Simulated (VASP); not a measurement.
Wanted: the native input for a VASP 6.6.1 run.

```
Task                   : single point
Functional             : PBE
Dispersion             : D3(BJ)
Potentials or basis    : VASP PAW PBE potentials, release 64 (Al)
Cutoff                 : 520 eV
k mesh                 : 18 × 18 × 4
Occupations            : gaussian, width 0.15 eV
Spin                   : no spin polarisation
Dipole correction      : no
Further INCAR settings : ALGO = Fast; EDIFF = 1e-07; NBANDS = 14
```

The structure of Al lies in POSCAR:

```
Al
1.0
    2.8144222650      0.0000000000      0.0000000000
   -1.4072111325      2.4373611785      0.0000000000
    0.0000000000      0.0000000000      9.2410470710
Al
4
Direct
    0.0000000000      0.0000000000      0.0000000000
    0.3620529177      0.7241058354      0.2197004032
    0.0000000000      0.0000000000      0.5000000000
    0.6666666667      0.3333333333      0.7500000000
```

This cell differs from its parent crystal: atom 2 (Al) moved by +0.140 Å along [1 2 0] and -0.280 Å along [0 0 1].

One way to write it, as run:

INCAR

```
SYSTEM = Al
  ALGO = Fast
  EDIFF = 1E-7
  ENCUT = 520
  GGA = PE
  ISIF = 2
  ISMEAR = 0
  IVDW = 12
  LASPH = .TRUE.
  LCHARG = .FALSE.
  LREAL = .FALSE.
  LWAVE = .FALSE.
  NBANDS = 14
  NELM = 60
  PREC = Accurate
  SIGMA = 0.15
```

KPOINTS

```
k-points
0
G
  18 18 4
  0 0 0
```

Potentials or basis: VASP PAW PBE potentials, release 64 (Al).

The run is started by

```console
$ cat potpaw_PBE.64/Al/POTCAR > POTCAR
$ mpirun -np 1 vasp_std > vasp.out
```

It gave:

| Property | Result |
| --- | --- |
| Pressure | 2.0 GPa |
| Largest force | 1.780 eV/Å |
| Band gap on the k mesh | zero (bands 6 and 7 overlap by 5.24 eV) |
| Dispersion energy per atom | -0.351 eV |

Caveat: the cell differs from its parent crystal (atom 2 (Al) moved by +0.140 Å along [1 2 0] and -0.280 Å along [0 0 1]); forces of over 1 eV/Å act on the atoms, so gaps and moduli don't describe the material at rest.

Run time: 2.6 min on 1 thread of Intel(R) Xeon(R) Platinum 8488C (Sapphire Rapids), on a shared host, peak memory 0.36 GiB.
